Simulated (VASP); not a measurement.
**Be16P: single point with PBEsol**

The system is Be16P, a slab with vacuum.

```
Be P
1.0
     4.58000    0.00000    0.00000
     2.29000    3.96640    0.00000
     0.00000    0.00000   16.38265
Be P
16 1
Direct
  0.83333 0.33333 0.06104
  0.33333 0.33333 0.06104
  0.83333 0.83333 0.06104
  0.33333 0.83333 0.06104
  0.99817 0.99874 0.15638
  0.50202 0.99881 0.15634
  0.00472 0.49023 0.15575
  0.49938 0.50057 0.15595
  0.82527 0.33552 0.25394
  0.33846 0.33510 0.25402
  0.84116 0.81500 0.25223
  0.33184 0.83494 0.25178
  0.99247 0.98291 0.34783
  0.52155 0.98299 0.34822
  0.02638 0.44615 0.35460
  0.49660 0.50532 0.35268
  0.26445 0.96480 0.44024
```

- Program: VASP 6.6.1
- Task: single point
- Functional: PBEsol
- Potentials or basis: VASP PAW PBE potentials, release 64 (Be, P)
- Cutoff: 520 eV
- k mesh: 1 × 1 × 1
- Occupations: fermi-dirac, width 0.15 eV
- Spin: no spin polarisation

```json
{"Largest force": "0.260 eV/Å"}
```

Forces on the atoms (eV/Å):
```
Be  -0.059 -0.031  0.141
Be   0.050 -0.030  0.137
Be  -0.009 -0.090  0.194
Be  -0.012  0.075  0.249
Be  -0.001 -0.004 -0.024
Be  -0.002 -0.004 -0.024
Be  -0.003 -0.006 -0.026
Be  -0.001 -0.002 -0.024
Be  -0.008 -0.006 -0.067
Be   0.006 -0.006 -0.067
Be  -0.001 -0.005 -0.066
Be  -0.001  0.002 -0.061
Be  -0.019 -0.015 -0.083
Be   0.033 -0.015 -0.090
Be  -0.003 -0.039 -0.069
Be  -0.001 -0.011 -0.056
P    0.031  0.185 -0.062
```

Levels at points of the mesh, in eV from the Fermi level:
| k point | band 16 | band 17 | band 18 | band 19 | band 20 | band 21 | band 22 | band 23 |
| --- | --- | --- | --- | --- | --- | --- | --- | --- |
| (0.00, 0.00, 0.00) | -0.44 | -0.42 | -0.40 | -0.08 | 0.46 | 2.43 | 4.14 | 4.73 |

Run time: 26 s on 1 thread of Intel(R) Xeon(R) 6975P-C (Granite Rapids), on a shared host, peak memory 0.35 GiB.

Caveat: the k points lie up to 1.58 Å⁻¹ apart; the PAW data sets were made with another functional, which shifts forces and pressure a little.
